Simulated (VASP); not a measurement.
**Bi4C: single point with PBE**

Bi4C:

```
Bi C
1.0
     5.10180    0.00000    0.00000
     0.00000    5.10180    0.00000
     0.00000    0.00000    5.10180
Bi C
4 1
Direct
  0.00000 0.00000 0.00000
  0.50000 0.50000 0.00000
  0.50000 0.00000 0.50000
  0.00000 0.50000 0.50000
  0.50000 0.50000 0.50000
```

```json
{
  "Program": "VASP 6.6.1",
  "Task": "single point",
  "Functional": "PBE",
  "Potentials or basis": "VASP PAW PBE potentials, release 64 (Bi_d, C)",
  "Cutoff": "520 eV",
  "k mesh": "8 × 8 × 8",
  "Occupations": "gaussian, width 0.1 eV",
  "Spin": "no spin polarisation",
  "Dipole correction": "no",
  "k mesh for the DOS": "12 × 12 × 12",
  "Occupations for the DOS": "tetrahedron",
  "Further INCAR settings": "ALGO = Normal; EDIFF = 1e-06; NBANDS = 40"
}
```

```yaml
Valence_electrons_inside_the_program's_atomic_spheres: Bi 12.69; C 2.29
```

Levels at points of the mesh, in eV from the Fermi level:
| k point | band 28 | band 29 | band 30 | band 31 | band 32 | band 33 | band 34 | band 35 | band 36 | band 37 |
| --- | --- | --- | --- | --- | --- | --- | --- | --- | --- | --- |
| (0.00, 0.00, 0.00) | -5.34 | -1.63 | -1.63 | -1.63 | 0.37 | 0.37 | 0.37 | 3.60 | 3.60 | 3.60 |
| (0.50, 0.00, 0.00) | -2.53 | -2.53 | -0.98 | -0.67 | -0.36 | 0.30 | 0.30 | 0.92 | 1.92 | 1.92 |
| (0.50, 0.50, 0.00) | -2.64 | -2.64 | -1.05 | -1.05 | -0.91 | 0.08 | 0.08 | 1.45 | 2.49 | 2.98 |
| (0.50, 0.50, 0.50) | -4.89 | 0.40 | 0.40 | 0.40 | 1.11 | 2.59 | 2.59 | 3.09 | 3.09 | 3.09 |

Run time: 10 min on 1 thread of Intel Xeon 8259CL, on a shared host, peak memory 0.46 GiB.

Caveat: spin-orbit coupling is left out, which moves the levels of the heavy elements.
